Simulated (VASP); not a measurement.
# SnO (Immm) in VASP: further runs

Aim: see how the results for SnO move with the level of theory and the settings. Levels: PBE, r2SCAN. Tasks: single point.

Everything below comes from runs of VASP 6.6.1. Logs are shortened: lines on timing, memory, paths and dates and some standing lists are left out, and cuts for length are marked.

## 1. The cell of the first run

It takes space group Immm (No. 71, orthorhombic). Conventional cell: a = 3.517 Å, b = 3.659 Å, c = 5.074 Å, α = 90.00°, β = 90.00°, γ = 90.00°. Within 3.3 Å of Sn (site symmetry mmm) lie 6 O at 2.54 Å. Within 3.3 Å of O (site symmetry mmm) lie 6 Sn at 2.54 Å.

## 2. Single point, PBE (shear xy strain -4.0%)

Input file INCAR:

```
ALGO = Normal
EDIFF = 1E-7
ENCUT = 520
GGA = PE
ISIF = 2
ISMEAR = -1
LASPH = True
LCHARG = False
LREAL = False
LWAVE = False
NBANDS = 17
NELM = 80
PREC = Accurate
SIGMA = 0.02
```

Input file KPOINTS:

```
k-points
0
Gamma
  8 8 8
```

Input file POSCAR:

```
SnO
1.0
   -0.0503589191      2.5369732568      2.5369732568
    2.5369732568     -0.0503589191      2.5369732568
    2.4866143377      2.4866143377      0.0000000000
Sn O
1 1
Direct
    0.0000000000      0.0000000000      0.0000000000
    0.5000000000      0.5000000000      0.5000000000
```

Potentials or basis: VASP PAW PBE potentials, release 64 (Sn_d, O).

Command:

```sh
$ cat potpaw_PBE.64/Sn_d/POTCAR potpaw_PBE.64/O/POTCAR > POTCAR
$ mpirun -np 1 vasp_std > vasp.out
```

OUTCAR:

```text
EDIFF = 1E-7
   ENCUT = 520
   GGA = PE
   ISIF = 2
   ISMEAR = -1
   LASPH = True
   LREAL = False
   NELM = 80
   PREC = Accurate

 ion  position               nearest neighbor table
   1  0.000  0.000  0.000-   2 2.54   2 2.54   2 2.54   2 2.54   2 2.54   2 2.54
   2  0.500  0.500  0.500-   1 2.54   1 2.54   1 2.54   1 2.54   1 2.54   1 2.54

  LATTYP: Found a body centered orthorhombic cell.
 ALAT       =     3.5166037208
 B/A-ratio  =     1.0405040045
 C/A-ratio  =     1.4428542186

  Lattice vectors:

 A1 = (   0.0503589191,  -2.5369732568,  -2.5369732568)
 A2 = (  -0.0503589191,   2.5369732568,  -2.5369732568)
 A3 = (   2.5369732568,  -0.0503589191,   2.5369732568)

Analysis of symmetry for initial positions (statically):
=====================================================================
 Subroutine PRICEL returns:
 Original cell was already a primitive cell.

 Routine SETGRP: Setting up the symmetry group for a
 body centered orthorhombic supercell.

 Subroutine GETGRP returns: Found  8 space group operations
 (whereof  8 operations were pure point group operations)
 out of a pool of  8 trial point group operations.

The static configuration has the point symmetry D_2h.

Analysis of symmetry for dynamics (positions and initial velocities):
=====================================================================
 Subroutine PRICEL returns:
 Original cell was already a primitive cell.

 Routine SETGRP: Setting up the symmetry group for a
 body centered orthorhombic supercell.

 Subroutine GETGRP returns: Found  8 space group operations
 (whereof  8 operations were pure point group operations)
 out of a pool of  8 trial point group operations.

The dynamic configuration has the point symmetry D_2h.

 Subroutine INISYM returns: Found  8 space group operations
 (whereof  8 operations are pure point group operations),
 and found     1 'primitive' translations

----------------------------------------------------------------------------------------

                                     Primitive cell

  volume of cell :      32.6442

  direct lattice vectors                    reciprocal lattice vectors
    -0.050358919  2.536973257  2.536973257    -0.193249249  0.193249249  0.197085247
[... 75 lines left out ...]
   NGXF,Y,Z  is equivalent  to a cutoff of  25.95, 25.95, 26.47 a.u.
 SYSTEM =  unknown system
   PREC   = accura    normal or accurate (medium, high low for compatibility)
   ISTART =      0    job   : 0-new  1-cont  2-samecut
   ICHARG =      2    charge: 1-file 2-atom 10-const
   ISPIN  =      1    spin polarized calculation?
   LNONCOLLINEAR =      F non collinear calculations
   LSORBIT =      F    spin-orbit coupling
   LASPH  =      T    aspherical Exc in radial PAW
   ENCUT  =  520.0 eV  38.22 Ry    6.18 a.u.   6.67  6.67  6.54*2*pi/ulx,y,z
   NELM   =     80;   NELMIN=  2; NELMDL= -5     # of ELM steps
   EDIFF  = 0.1E-06   stopping-criterion for ELM
   LREAL  =      F    real-space projection
   EDIFFG = 0.1E-05   stopping-criterion for IOM
   NSW    =      0    number of steps for IOM
   IBRION =     -1    ionic relax: 0-MD 1-quasi-New 2-CG
   NFREE  =      0    steps in history (QN), initial steepest desc. (CG)
   ISIF   =      2    stress and relaxation
   ISYM   =      2    0-nonsym 1-usesym 2-fastsym
   POTIM  = 0.5000    time-step for ionic-motion
   TEBEG  =    0.0;   TEEND  =   0.0 temperature during run
   PSTRESS=    0.0 pullay stress
   NELECT =      20.0000    total number of electrons
   NUPDOWN=      -1.0000    fix difference up-down
   EMIN   =  10.00;   EMAX   =-10.00  energy-range for DOS
   EFERMI =   0.00;   METHOD = LEGACY
   ISMEAR =    -1;   SIGMA  =   0.02  broadening in eV -4-tet -1-fermi 0-gaus
   EFERMI_NEDOS =   21; number of points for ismear=-14 and -15
   IALGO  =     38    algorithm
   IMIX   =      4    mixing-type and parameters
     AMIX     =   0.40;   BMIX     =  1.00
     AMIX_MAG =   1.60;   BMIX_MAG =  1.00
  volume/ion in A,a.u.               =      16.32       110.15
  Fermi-wavevector in a.u.,A,eV,Ry     =   1.390431  2.627533 26.304107  1.933297
  Thomas-Fermi vector in A             =   2.514366
   LORBIT       =      0    0 simple, 1 ext, 2 COOP (PROOUT), +10 PAW based schemes
   GGA     = PE    functional components
   LHFCALC =     F    Hartree Fock is set to
   AEXX    =    0.0000 exact exchange contribution
   IVDW    =     0    specifies the selected vdW correction
   LEPSILON=     F    determine dielectric tensor
   LRPA    =     F    only Hartree local field effects (RPA)
 non-spin polarized calculation
  energy-cutoff  :      520.00
  volume of cell :       32.64
 maximum number of plane-waves:       897
   NGX = 13   NGY = 13   NGZ = 13

 number of electron      20.0000000 magnetization

 Free energy of the ion-electron system (eV)
  ---------------------------------------------------
  ext. energy  EPLUGINS =         0.00000000
  ---------------------------------------------------
  free energy    TOTEN  =       -10.47054554 eV

  energy without entropy =      -10.47054554  energy(sigma->0) =      -10.47054554

 E-fermi :   7.9835     XC(G=0): -10.8463

 val. band max:        7.6008899402   @ k =   0.5000   0.1250   0.0000
 cond. band min:       8.3603337617   @ k =   0.1250   0.0000   0.5000
 fundamental gap:      0.7594438215
 Fermi energy:         7.9834688955

 k-point     1 :       0.0000    0.0000    0.0000
  band No.  band energies     occupation
      1     -13.6891      2.00000
      2     -13.6886      2.00000
      3     -13.6817      2.00000
      4     -13.6171      2.00000
      5     -13.6161      2.00000
      6     -10.8457      2.00000
[... 457 lines left out ...]
      4     -13.6444      2.00000
      5     -13.6031      2.00000
      6     -10.5432      2.00000
[... 9 lines left out ...]
     16      20.9338      0.00000
     17      23.2909      0.00000

 [... further k-points ...]
[... 5 lines left out ...]
  --------------------------------------------------------------------------------------
  -------------------------------------------------------------------------------------
  Total        0.4860324      0.4860324      0.4683904      0.1337952      0.0000000      0.0000000
  in kB       23.8544422     23.8544422     22.9885741      6.5666622      0.0000000      0.0000000
  external PRESSURE =      23.5658195 kB  Pullay stress =       0.0000000 kB

 VOLUME and BASIS-vectors are now :
 -----------------------------------------------------------------------------
  energy-cutoff  :      520.00
  volume of cell :       32.64
      direct lattice vectors                 reciprocal lattice vectors
    -0.050358919  2.536973257  2.536973257    -0.193249249  0.193249249  0.197085247
     2.536973257 -0.050358919  2.536973257     0.193249249 -0.193249249  0.197085247
     2.486614338  2.486614338  0.000000000     0.201076617  0.201076617 -0.197085247

 POSITION                                       TOTAL-FORCE (eV/Angst)
 -----------------------------------------------------------------------------------
      0.00000      0.00000      0.00000        -0.000000      0.000000      0.000000
      2.48661      2.48661      2.53697         0.000000     -0.000000     -0.000000
 -----------------------------------------------------------------------------------
    total drift:                                0.000000      0.000000      0.000000

  FREE ENERGIE OF THE ION-ELECTRON SYSTEM (eV)
  ---------------------------------------------------
  free  energy   TOTEN  =       -10.4705455355 eV

  energy  without entropy=      -10.4705455354  energy(sigma->0) =      -10.47054554
```

OSZICAR:

```text
N       E                     dE             d eps       ncg     rms          rms(c)
DAV:   1     0.146626469237E+03    0.14663E+03   -0.10430E+04  3360   0.177E+03
DAV:   2     0.104590366874E+01   -0.14558E+03   -0.13919E+03  3566   0.385E+02
DAV:   3    -0.120324044191E+02   -0.13078E+02   -0.13002E+02  3714   0.103E+02
DAV:   4    -0.123016116501E+02   -0.26921E+00   -0.26901E+00  3940   0.155E+01
DAV:   5    -0.123083625964E+02   -0.67509E-02   -0.67504E-02  4330   0.238E+00    0.813E+00
DAV:   6    -0.107491042411E+02    0.15593E+01   -0.12218E+01  3992   0.400E+01    0.494E+00
DAV:   7    -0.104879490984E+02    0.26116E+00   -0.18275E+00  3882   0.776E+00    0.137E+00
DAV:   8    -0.104710412191E+02    0.16908E-01   -0.15258E-01  3461   0.306E+00    0.317E-01
DAV:   9    -0.104703668820E+02    0.67434E-03   -0.59613E-03  4308   0.492E-01    0.105E-01
DAV:  10    -0.104706028794E+02   -0.23600E-03   -0.65671E-04  4186   0.340E-01    0.440E-02
DAV:  11    -0.104705466560E+02    0.56223E-04   -0.11595E-04  4594   0.141E-01    0.940E-03
DAV:  12    -0.104705464698E+02    0.18628E-06   -0.13180E-05  4280   0.311E-02    0.596E-03
DAV:  13    -0.104705461462E+02    0.32361E-06   -0.42695E-06  4293   0.128E-02    0.468E-03
DAV:  14    -0.104705455438E+02    0.60236E-06   -0.10034E-06  3504   0.692E-03    0.195E-04
DAV:  15    -0.104705455355E+02    0.82910E-08   -0.29143E-08  1893   0.118E-03
   1 F= -.10470546E+02 E0= -.10470546E+02  d E =-.141984E-09
```

Run time: 1.8 min. Hardware: 1 thread of AMD EPYC 7R13 (Zen 3), shared host; peak memory 0.16 GiB.

Results:

```
Free energy            : -10.4705 eV
Pressure               : 2.4 GPa
Band gap on the k mesh : 0.76 eV, indirect (least direct gap 0.83 eV)
```

Levels at points of the mesh, in eV from the valence-band top:
```
           k point  band 6  band 7  band 8  band 9  band 10  band 11  band 12  band 13  band 14  band 15
(0.00, 0.00, 0.00)  -18.45   -6.47   -3.17   -3.06    -2.94     7.89     7.95     8.14     9.92    10.35
(0.50, 0.00, 0.00)  -17.83   -8.31   -2.85   -2.77    -0.47     1.00     4.71     4.87    10.02    14.03
(0.50, 0.50, 0.00)  -17.32   -6.23   -4.42   -4.34    -3.97     3.80     5.43     5.95     6.28    13.99
(0.00, 0.00, 0.50)  -17.79   -8.06   -2.92   -2.86    -0.65     1.02     4.34     4.48     9.71    14.00
(0.50, 0.00, 0.50)  -17.32   -6.23   -4.39   -4.15    -4.15     3.76     5.40     6.11     6.13    13.95
```

Caveat: the cell differs from its parent crystal (shear xy strain -4.0%); spin-orbit coupling is left out, which moves the levels of the heavy elements. A k mesh can miss the band edges.

## 3. Single point, r2SCAN (shear xy strain -4.0%)

POSCAR is that of step 2.

Input file INCAR.step1:

```
SYSTEM = SnO
ALGO = Normal
EDIFF = 1E-4
ENCUT = 520
GGA = PE
ISMEAR = 0
LASPH = .True.
LCHARG = .False.
LREAL = .False.
LWAVE = .True.
NBANDS = 17
NELM = 80
PREC = Accurate
SIGMA = 0.01
```

Input file INCAR.step2:

```
SYSTEM = SnO
ALGO = Normal
EDIFF = 1E-6
ENCUT = 520
ISIF = 2
ISMEAR = 0
ISTART = 1
LASPH = .True.
LCHARG = .True.
LELF = .True.
LMIXTAU = .True.
LREAL = .False.
LVHAR = .True.
LWAVE = .False.
METAGGA = R2SCAN
NBANDS = 17
NELM = 80
PREC = Accurate
SIGMA = 0.01
```

Input file KPOINTS:

```
k-points
0
Gamma
  8 8 8
  0 0 0
```

Potentials or basis: VASP PAW PBE potentials, release 64 (Sn_d, O).

Command:

```sh
$ cat potpaw_PBE.64/Sn_d/POTCAR potpaw_PBE.64/O/POTCAR > POTCAR
$ cp INCAR.step1 INCAR
$ mpirun -np 1 vasp_std > vasp.out
$ cp INCAR.step2 INCAR
$ mpirun -np 1 vasp_std > vasp.out
```

Run time: 5.5 min. Hardware: 1 thread of AMD EPYC 7R13 (Zen 3), shared host; peak memory 0.17 GiB.

The run converged. Its results:

| Property | Result |
| --- | --- |
| Free energy | -32.2512 eV |
| Pressure | 0.1 GPa |
| Band gap on the k mesh | 0.79 eV, indirect (least direct gap 0.88 eV) |

Stress tensor (GPa, compression positive):
```
0.14 0.70 0.00
0.70 0.14 0.00
0.00 0.00 0.04
```

Levels at points of the mesh, in eV from the valence-band top:
| k point | band 6 | band 7 | band 8 | band 9 | band 10 | band 11 | band 12 | band 13 | band 14 | band 15 |
| --- | --- | --- | --- | --- | --- | --- | --- | --- | --- | --- |
| (0.00, 0.00, 0.00) | -19.70 | -6.65 | -3.50 | -3.40 | -3.28 | 8.18 | 8.22 | 8.40 | 10.36 | 10.78 |
| (0.50, 0.00, 0.00) | -19.12 | -8.66 | -3.18 | -3.10 | -0.37 | 0.98 | 4.89 | 5.05 | 10.51 | 14.65 |
| (0.50, 0.50, 0.00) | -18.57 | -6.56 | -4.68 | -4.54 | -4.31 | 4.01 | 5.77 | 6.24 | 6.56 | 14.58 |
| (0.00, 0.00, 0.50) | -19.09 | -8.40 | -3.25 | -3.19 | -0.56 | 1.00 | 4.52 | 4.66 | 10.19 | 14.63 |
| (0.50, 0.00, 0.50) | -18.56 | -6.55 | -4.51 | -4.50 | -4.50 | 3.96 | 5.73 | 6.39 | 6.41 | 14.54 |

Caveat: the cell differs from its parent crystal (shear xy strain -4.0%); the PAW data sets were made with another functional, which shifts forces and pressure a little; spin-orbit coupling is left out, which moves the levels of the heavy elements. A k mesh can miss the band edges.
